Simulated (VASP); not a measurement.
A run of VASP 6.6.1 is set up as follows.

The input INCAR:

```
PREC = Accurate
ENCUT = 520
EDIFF = 1E-6
ISMEAR = 0
SIGMA = 0.05
LREAL = False
LASPH = True
NELM = 60
ALGO = Normal
ISIF = 2
LWAVE = False
LCHARG = True
GGA = PS
LELF = True
LVHAR = True
NBANDS = 11
```

File KPOINTS:

```
Automatic mesh
0
Gamma
  12 12 12
```

POSCAR

```
SiC
1.0
    0.0000000000      2.2472397524      2.2472397524
    2.2472397524      0.0000000000      2.2472397524
    2.2775025810      2.2775025810     -0.0302628287
Si C
1 1
Direct
    0.0000000000      0.0000000000      0.0000000000
    0.7500000000      0.7500000000      0.7500000000
```

Potentials or basis: VASP PAW PBE potentials, release 64 (Si, C).

The run is started by

```bash
$ cat potpaw_PBE.64/Si/POTCAR potpaw_PBE.64/C/POTCAR > POTCAR
$ mpirun -np 1 vasp_std > vasp.out
```

**Question.** Predict the band gap on the k mesh.

**Answer.** 1.29 eV, indirect (least direct gap 4.22 eV).

**Question.** What does it give for the largest force?

**Answer.** 0.058 eV/Å.

**Question.** What does it give for the pressure?

**Answer.** -19.7 GPa.

Forces on the atoms (eV/Å):
```
Si   0.033  0.033 -0.033
C   -0.033 -0.033  0.033
```

Caveat: the PAW data sets were made with another functional, which shifts forces and pressure a little. A k mesh can miss the band edges.
